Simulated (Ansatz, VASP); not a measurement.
# One calculation of SiO2, two programs

```
Si O
1.0
     5.10538    0.00000    0.00000
    -2.55269    4.42139    0.00000
     0.00000    0.00000    5.75260
Si O
3 6
Direct
  0.00000 0.50000 0.33333
  0.50000 0.50000 0.66667
  0.50000 0.00000 0.00000
  0.58396 0.79198 0.83333
  0.79198 0.58396 0.50000
  0.79198 0.20802 0.16667
  0.41604 0.20802 0.83333
  0.20802 0.41604 0.50000
  0.20802 0.79198 0.16667
```

Change from the starting cell: strain +0.000 along x and y, +0.030 along z, atoms carried along.

Alike in both runs: task single point; functional PBE; k mesh 6 × 6 × 4; occupations gaussian, width 0.05 eV; no spin polarisation.

|  | VASP | Ansatz |
| --- | --- | --- |
| version | VASP 6.6.1 | Ansatz 0.2.0 |
| potentials or method | VASP PAW PBE potentials, release 64 (Si, O), cutoff 520 eV | scalar-relativistic, plane waves, PAW |
| valence electrons in the cell | 48 | 48 |

```csv
,VASP,Ansatz,Ansatz less VASP
gap on the k mesh at the Fermi level (eV),5.30,5.30,+0.002
least direct gap on the mesh (eV),5.43,5.43,+0.001
pressure (GPa),-4.9,-4.9,-0.04
"traceless stress, the component that is largest in VASP (GPa)",-1.54,-1.57,-0.033
rms of the force components (eV/Å),0.089,0.083,-0.0055
```

Atom by atom the forces differ by 0.006 eV/Å (rms over components).
